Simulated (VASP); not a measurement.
# Si3Mo (Pm-3m) in VASP: a series of runs, part 2 of 2

VASP 6.6.1. The steps go on from the part before.

**3. Relaxation of cell and atoms, PBE**

This run uses another cell than the first one, of 14.02 Å³/atom, 1.008 times its volume.

The input, INCAR:

```
SYSTEM = Si3Mo
PREC     = Accurate       ! precision mode
ENCUT    = 600            ! plane-wave cutoff, eV
EDIFF    = 1E-7           ! SCF threshold, eV
ISMEAR   = 0              ! smearing method
SIGMA    = 0.1            ! smearing width, eV
LREAL    = .False.        ! projectors in reciprocal space
LASPH    = .True.         ! aspherical terms in the spheres
NELM     = 60             ! most SCF steps
ALGO     = Normal         ! electronic algorithm
ISIF     = 3              ! what is computed and relaxed
LWAVE    = .False.        ! write WAVECAR
LCHARG   = .False.        ! write CHGCAR
GGA      = PE             ! functional
IBRION   = 2              ! ionic algorithm
NSW      = 100            ! ionic steps
EDIFFG   = -0.01          ! ionic threshold
```

The input, KPOINTS:

```
regular mesh
0
Gamma
  12 12 12
  0 0 0
```

The input, POSCAR:

```
Si3Mo
1.0
    3.8274465554      0.0000000000      0.0000000000
    0.0000000000      3.8274465554      0.0000000000
    0.0000000000      0.0000000000      3.8274465554
Si Mo
3 1
Direct
    0.0000000000      0.5000000000      0.5000000000
    0.5000000000      0.0000000000      0.5000000000
    0.5000000000      0.5000000000      0.0000000000
    0.0000000000      0.0000000000      0.0000000000
```

Potentials or basis: VASP PAW PBE potentials, release 64 (Si, Mo_sv).

Started as:

```console
cat potpaw_PBE.64/Si/POTCAR potpaw_PBE.64/Mo_sv/POTCAR > POTCAR
mpirun -np 1 vasp_std > vasp.out
```

OUTCAR:

```text
SYSTEM = Si3Mo
   PREC = Accurate
   ENCUT = 600
   EDIFF = 1E-7
   ISMEAR = 0
   LREAL = .False.
   LASPH = .True.
   NELM = 60
   ISIF = 3
   GGA = PE
   IBRION = 2
   NSW = 100
   EDIFFG = -0.01

 ion  position               nearest neighbor table
   1  0.000  0.500  0.500-   2 2.71   3 2.71   4 2.71   3 2.71   4 2.71   2 2.71   4 2.71   4 2.71
                             2 2.71   3 2.71   3 2.71   2 2.71
   2  0.500  0.000  0.500-   1 2.71   3 2.71   4 2.71   3 2.71   4 2.71   1 2.71   3 2.71   3 2.71
                             1 2.71   4 2.71   4 2.71   1 2.71
   3  0.500  0.500  0.000-   1 2.71   2 2.71   4 2.71   1 2.71   2 2.71   2 2.71   4 2.71   2 2.71
                             1 2.71   4 2.71   1 2.71   4 2.71
   4  0.000  0.000  0.000-   1 2.71   2 2.71   3 2.71   1 2.71   2 2.71   1 2.71   3 2.71   1 2.71
                             2 2.71   3 2.71   2 2.71   3 2.71

  LATTYP: Found a simple cubic cell.
 ALAT       =     3.8274465554

  Lattice vectors:

 A1 = (   3.8274465554,   0.0000000000,   0.0000000000)
 A2 = (   0.0000000000,   3.8274465554,   0.0000000000)
 A3 = (   0.0000000000,   0.0000000000,   3.8274465554)

Analysis of symmetry for initial positions (statically):
=====================================================================
 Subroutine PRICEL returns:
 Original cell was already a primitive cell.

 Routine SETGRP: Setting up the symmetry group for a
 simple cubic supercell.

 Subroutine GETGRP returns: Found 48 space group operations
 (whereof 48 operations were pure point group operations)
 out of a pool of 48 trial point group operations.

The static configuration has the point symmetry O_h .

Analysis of symmetry for dynamics (positions and initial velocities):
=====================================================================
 Subroutine PRICEL returns:
 Original cell was already a primitive cell.

 Routine SETGRP: Setting up the symmetry group for a
 simple cubic supercell.

 Subroutine GETGRP returns: Found 48 space group operations
 (whereof 48 operations were pure point group operations)
 out of a pool of 48 trial point group operations.

The dynamic configuration has the point symmetry O_h .

 Subroutine INISYM returns: Found 48 space group operations
 (whereof 48 operations are pure point group operations),
 and found     1 'primitive' translations

----------------------------------------------------------------------------------------

                                     Primitive cell

  volume of cell :      56.0696

  direct lattice vectors                    reciprocal lattice vectors
     3.827446555  0.000000000  0.000000000     0.261270794  0.000000000  0.000000000
     0.000000000  3.827446555  0.000000000     0.000000000  0.261270794  0.000000000
     0.000000000  0.000000000  3.827446555     0.000000000  0.000000000  0.261270794

  length of vectors
     3.827446555  3.827446555  3.827446555     0.261270794  0.261270794  0.261270794

  position of ions in fractional coordinates (direct lattice)
     0.000000000  0.500000000  0.500000000
     0.500000000  0.000000000  0.500000000
     0.500000000  0.500000000  0.000000000
     0.000000000  0.000000000  0.000000000

  ion indices of the primitive-cell ions
   primitive index   ion index
                 1           1
                 2           2
[... 58 lines left out ...]
   total plane-waves  NPLWV =  32768
   dimension x,y,z NGX =    32 NGY =   32 NGZ =   32
   dimension x,y,z NGXF=    64 NGYF=   64 NGZF=   64
   ions per type =               3   1
   NGX,Y,Z   is equivalent  to a cutoff of  13.90, 13.90, 13.90 a.u.
   NGXF,Y,Z  is equivalent  to a cutoff of  27.80, 27.80, 27.80 a.u.
 SYSTEM =  Si3Mo
   PREC   = accura    normal or accurate (medium, high low for compatibility)
   ISTART =      0    job   : 0-new  1-cont  2-samecut
   ICHARG =      2    charge: 1-file 2-atom 10-const
   ISPIN  =      1    spin polarized calculation?
   LNONCOLLINEAR =      F non collinear calculations
   LSORBIT =      F    spin-orbit coupling
   LASPH  =      T    aspherical Exc in radial PAW
   ENCUT  =  600.0 eV  44.10 Ry    6.64 a.u.   7.64  7.64  7.64*2*pi/ulx,y,z
   NELM   =     60;   NELMIN=  2; NELMDL= -5     # of ELM steps
   EDIFF  = 0.1E-06   stopping-criterion for ELM
   LREAL  =      F    real-space projection
   EDIFFG = -.1E-01   stopping-criterion for IOM
   NSW    =    100    number of steps for IOM
   IBRION =      2    ionic relax: 0-MD 1-quasi-New 2-CG
   NFREE  =      1    steps in history (QN), initial steepest desc. (CG)
   ISIF   =      3    stress and relaxation
   ISYM   =      2    0-nonsym 1-usesym 2-fastsym
   POTIM  = 0.5000    time-step for ionic-motion
   TEBEG  =    0.0;   TEEND  =   0.0 temperature during run
   PSTRESS=    0.0 pullay stress
   NELECT =      26.0000    total number of electrons
   NUPDOWN=      -1.0000    fix difference up-down
   EMIN   =  10.00;   EMAX   =-10.00  energy-range for DOS
   EFERMI =   0.00;   METHOD = LEGACY
   ISMEAR =     0;   SIGMA  =   0.10  broadening in eV -4-tet -1-fermi 0-gaus
   EFERMI_NEDOS =   21; number of points for ismear=-14 and -15
   IALGO  =     38    algorithm
   IMIX   =      4    mixing-type and parameters
     AMIX     =   0.40;   BMIX     =  1.00
     AMIX_MAG =   1.60;   BMIX_MAG =  1.00
  volume/ion in A,a.u.               =      14.02        94.59
  Fermi-wavevector in a.u.,A,eV,Ry     =   1.267137  2.394541 21.845997  1.605635
  Thomas-Fermi vector in A             =   2.400301
   LORBIT       =      0    0 simple, 1 ext, 2 COOP (PROOUT), +10 PAW based schemes
   GGA     = PE    functional components
   LHFCALC =     F    Hartree Fock is set to
   AEXX    =    0.0000 exact exchange contribution
   IVDW    =     0    specifies the selected vdW correction
   LEPSILON=     F    determine dielectric tensor
   LRPA    =     F    only Hartree local field effects (RPA)
 conjugate gradient relaxation of ions
 non-spin polarized calculation
 Gauss-broadening in eV      SIGMA  =   0.10
  energy-cutoff  :      600.00
  volume of cell :       56.07
 maximum number of plane-waves:      1890
 NGX is ok and might be reduce to    32
   NGX = 15   NGY = 15   NGZ = 15

--------------------------------------- Ionic step        1  -------------------------------------------

 number of electron      26.0000002 magnetization

 Free energy of the ion-electron system (eV)
  ---------------------------------------------------
  ext. energy  EPLUGINS =         0.00000000
  ---------------------------------------------------
  free energy    TOTEN  =       -25.77871426 eV

  energy without entropy =      -25.76205811  energy(sigma->0) =      -25.77038618

------------------------ aborting loop because EDIFF is reached ----------------------------------------

  FORCE on cell =-STRESS in cart. coord.  units (eV):
  Direction    XX          YY          ZZ          XY          YZ          ZX
  --------------------------------------------------------------------------------------
  -------------------------------------------------------------------------------------
  Total       -0.3984236     -0.3984236     -0.3984236      0.0000000      0.0000000      0.0000000
  in kB      -11.3848743    -11.3848743    -11.3848743      0.0000000      0.0000000      0.0000000
  external PRESSURE =     -11.3848743 kB  Pullay stress =       0.0000000 kB
[... 63 lines left out ...]
--------------------------------------- Ionic step        3  -------------------------------------------

 number of electron      26.0000003 magnetization

 Free energy of the ion-electron system (eV)
  ---------------------------------------------------
  ext. energy  EPLUGINS =         0.00000000
  ---------------------------------------------------
  free energy    TOTEN  =       -25.78023706 eV

  energy without entropy =      -25.76388243  energy(sigma->0) =      -25.77205975

 E-fermi :  11.7681     XC(G=0): -12.0293

 val. band max:       11.7664204268   @ k =   0.5000   0.5000   0.4167
 cond. band min:      11.7741958275   @ k =   0.5000   0.3333   0.3333
 fundamental gap:      0.0077754007
 Fermi energy:        11.7681405490

 k-point     1 :       0.0000    0.0000    0.0000
  band No.  band energies     occupation
      1     -49.0762      2.00000
      2     -23.2399      2.00000
      3     -23.2399      2.00000
      4     -23.2399      2.00000
      5      -2.1814      2.00000
      6       5.6309      2.00000
[... 457 lines left out ...]
      4     -23.2333      2.00000
      5       0.4165      2.00000
      6       2.4219      2.00000
[... 9 lines left out ...]
     16      14.1432      0.00000
     17      14.5640      0.00000

 [... further k-points ...]

------------------------ aborting loop because EDIFF is reached ----------------------------------------

  FORCE on cell =-STRESS in cart. coord.  units (eV):
  Direction    XX          YY          ZZ          XY          YZ          ZX
  --------------------------------------------------------------------------------------
  -------------------------------------------------------------------------------------
  Total        0.0016952      0.0016952      0.0016952      0.0000000      0.0000000     -0.0000000
  in kB        0.0488097      0.0488097      0.0488097      0.0000000      0.0000000     -0.0000000
  external PRESSURE =       0.0488097 kB  Pullay stress =       0.0000000 kB
[... 19 lines left out ...]
  FREE ENERGIE OF THE ION-ELECTRON SYSTEM (eV)
  ---------------------------------------------------
  free  energy   TOTEN  =       -25.7802370604 eV

  energy  without entropy=      -25.7638824346  energy(sigma->0) =      -25.77205975

 reached required accuracy - stopping structural energy minimisation
```

Run time: 2.4 min. Hardware: 1 thread of AMD EPYC 7R43 (Zen 3), shared host; peak memory 0.2 GiB.

What came out:

```yaml
Free_energy: -25.7802 eV
Relaxed_volume: 13.91 Å³/atom
Relaxed_cell: a = 3.818 Å, b = 3.818 Å, c = 3.818 Å, α = 90.00°, β = 90.00°, γ = 90.00°
Space_group_after_relaxing_to_0.05_Å: Pm-3m (No. 221)
Energy_gained_by_relaxing: 0.4 meV/atom
Ionic_steps: 3
Pressure_after_relaxing: 0.0 GPa
Band_gap_on_the_k_mesh: zero (band 13 reaches 12.26 eV, above the bottom of band 14 at 10.59 eV)
```

Step by step:
```
step  energy change (eV)  largest force (eV/Å)  pressure (GPa)  volume (Å³)
   1              0.0000                0.0000           -1.14        56.07
   2             -0.0003                0.0000            1.07        55.27
   3             -0.0015                0.0000            0.00        55.65
```

Final structure:
```cif
data_structure
_symmetry_space_group_name_H-M 'P 1'
_symmetry_Int_Tables_number 1
_cell_length_a 3.8178
_cell_length_b 3.8178
_cell_length_c 3.8178
_cell_angle_alpha 90.000
_cell_angle_beta 90.000
_cell_angle_gamma 90.000
_cell_volume 55.65
loop_
_atom_site_label
_atom_site_type_symbol
_atom_site_fract_x
_atom_site_fract_y
_atom_site_fract_z
_atom_site_occupancy
Si1 Si 0.00000 0.50000 0.50000 1
Si2 Si 0.50000 0.00000 0.50000 1
Si3 Si 0.50000 0.50000 0.00000 1
Mo1 Mo 0.00000 0.00000 0.00000 1
```

Levels at points of the mesh, in eV from the Fermi level:
```csv
k point,band 11,band 12,band 13,band 14,band 15,band 16
"(0.00, 0.00, 0.00)",-1.43,-1.43,-1.43,-0.01,2.23,2.23
"(0.50, 0.00, 0.00)",-1.08,-1.06,-1.06,-0.40,-0.29,2.01
"(0.50, 0.50, 0.00)",-1.29,-1.20,-0.16,-0.06,1.22,1.22
"(0.50, 0.50, 0.50)",-5.30,-0.16,0.15,0.15,2.07,2.07
```
